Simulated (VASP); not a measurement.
Runs of VASP 6.6.1 on Ni. The structure is that of space group Im-3m (No. 229), or close to it. The cells are those of the table. This isn't the form of Ni at room conditions, which is fcc.

```csv
task,cell,cutoff (eV),gap on the mesh (eV),pressure (GPa),moment (μB)
relaxation of cell and atoms,"relaxed from a = 2.397 Å, angles 109.5°, 1 atom",600,none,-0.1,0.64
single point,"a = 2.384 Å, angles 109.5°, 1 atom",520,none,0.4,0.64
single point,"a = 2.358 Å, angles 109.5°, 1 atom",520,none,8.4,0.62
single point,"a = 2.371 Å, angles 109.5°, 1 atom",520,none,(b),0.63
single point,"a = 2.364 Å, angles 109.5°, 1 atom",520,none,(a),0.62
single point,"a = 2.377 Å, angles 109.5°, 1 atom",520,none,2.4,0.63
```

Alike in all rows: level r2SCAN+D3(BJ); potentials or basis VASP PAW PBE potentials, release 64 (Ni); spin collinear, ferromagnetic start; k mesh 17 × 17 × 17; smearing fermi-dirac 0.1 eV.

**Question.** Fill in the values left out.

**Answer.** (a) 6.3; (b) 4.3.

Caveats: the PAW data sets were made with another functional, which shifts forces and pressure a little; the cell stands under pressure (at least some runs).

A gap of «none» marks levels without a gap at the run's occupations.
